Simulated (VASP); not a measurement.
Input of a VASP 6.6.1 run:

File INCAR:

```
ALGO = Normal ; EDIFF = 1E-8
ENCUT = 600 ; GGA = PE
IBRION = 6 ; ISIF = 3
ISMEAR = -1 ; IVDW = 12
LASPH = T ; LCHARG = F
LREAL = F ; LWAVE = F
NBANDS = 8 ; NELM = 60
NFREE = 2 ; NSW = 1
POTIM = 0.015 ; PREC = Accurate
SIGMA = 0.15
```

File KPOINTS:

```
k-points
0
Gamma
  20 20 20
```

File POSCAR:

```
P
1.0
    2.3917377870      0.0000000000      0.0000000000
    0.0000000000      2.3917377870      0.0000000000
    0.0000000000      0.0000000000      2.3917392430
P
1
Direct
    0.0000000000      0.0000000000      0.0000000000
```

Potentials or basis: VASP PAW PBE potentials, release 64 (P).

The run is started by

```sh
$ cat potpaw_PBE.64/P/POTCAR > POTCAR
$ mpirun -np 1 vasp_std > vasp.out
```

(1) Predict the elastic constants C11, C12, C44.

(2) Estimate the Voigt bulk modulus.

(3) Predict the dispersion energy per atom.

Results:

(1) 290, 54, 66 GPa.

(2) 133 GPa.

(3) -0.516 eV.

Caveat: the cell is under stress, which shifts elastic constants.
